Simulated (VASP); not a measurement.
Wanted: the native input for a VASP 6.6.1 run.

```
Task                   : single point
Functional             : PBEsol
Potentials or basis    : VASP PAW PBE potentials, release 64 (K_sv, Mg, F)
Cutoff                 : 600 eV
k mesh                 : 6 × 6 × 6
Occupations            : gaussian, width 0.02 eV
Spin                   : no spin polarisation
Dipole correction      : no
Further INCAR settings : ALGO = Normal; EDIFF = 1e-06; NBANDS = 24
```

The structure of KMgF3 lies in POSCAR:

```
KMgF3
1.0
    3.9912537783      0.0000000000      0.0000000000
    0.0000000000      3.9912537783      0.0000000000
    0.0000000000      0.0000000000      3.9912537783
K Mg F
1 1 3
Direct
    0.5000000000      0.5000000000      0.5000000000
    0.0000000000      0.0000000000      0.0000000000
    0.0000000000      0.5000000000      0.0000000000
    0.0000000000      0.0000000000      0.5000000000
    0.5000000000      0.0000000000      0.0000000000
```

One way to write it, as run:

INCAR

```
  PREC = Accurate
  ENCUT = 600
  EDIFF = 1E-6
  ISMEAR = 0
  SIGMA = 0.02
  LREAL = False
  LASPH = True
  NELM = 120
  ALGO = Normal
  ISIF = 2
  LWAVE = False
  LCHARG = False
  GGA = PS
  NBANDS = 24
  GGA_COMPAT = False
```

KPOINTS

```
regular mesh
0
Gamma
  6 6 6
```

Potentials or basis: VASP PAW PBE potentials, release 64 (K_sv, Mg, F).

Launch:

```sh
$ cat potpaw_PBE.64/K_sv/POTCAR potpaw_PBE.64/Mg/POTCAR potpaw_PBE.64/F/POTCAR > POTCAR
$ mpirun -np 1 vasp_std > vasp.out
```

It gave:

The pressure is -0.5 GPa. The band gap on the k mesh is 7.09 eV (least direct gap 7.42 eV).

Caveat: the PAW data sets were made with another functional, which shifts forces and pressure a little.

Run time: 20 s on 1 thread of AMD EPYC 9R45 96-Core Processor (Zen 5), with other jobs on the host, peak memory 0.16 GiB.
